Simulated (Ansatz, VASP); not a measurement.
# SiO2 in VASP and in Ansatz

```
Si O
1.0
    -4.47204    4.47204    2.61177
     4.47204   -4.47204    2.61177
     4.47204    4.47204   -2.61177
Si O
4 8
Cartesian
  2.8899 2.8899 2.6118
  2.8899 -2.8899 2.6118
  -2.8899 2.8899 2.6118
  1.5821 1.5821 0.0000
  7.0788 0.0000 0.0000
  0.0000 1.8653 0.0000
  0.0000 7.0788 0.0000
  1.8653 0.0000 0.0000
  2.2360 2.2360 -1.3059
  -2.2360 2.2360 1.3059
  2.2360 -2.2360 1.3059
  2.2360 2.2360 1.3059
```

Alike in both runs: functional LDA; k mesh 6 × 6 × 6; occupations fermi-dirac, width 0.05 eV; no spin polarisation.

|  | VASP | Ansatz |
| --- | --- | --- |
| version | VASP 6.6.1 | Ansatz 0.2.0 |
| potentials or method | VASP PAW LDA potentials, release 64 (Si, O) | Ansatz PAW |
| plane-wave cutoff (eV) | 520 | 420 |
| valence electrons in the cell | 64 | 64 |
| task | single point | band structure |

```csv
,VASP,Ansatz,Ansatz less VASP
gap on the k mesh at the Fermi level (eV),5.32,5.33,+0.006
least direct gap on the mesh (eV),5.33,5.33,+0.005
pressure (GPa),-0.9,-1.3,-0.42
"traceless stress, the component that is largest in VASP (GPa)",0.14,0.15,+0.012
rms of the force components (eV/Å),0.011,0.019,+0.0081
```

LDA's correlation is that of Perdew and Zunger in VASP and of Perdew and Wang (1992) in Ansatz. Atom by atom the forces differ by 0.010 eV/Å (rms over components).
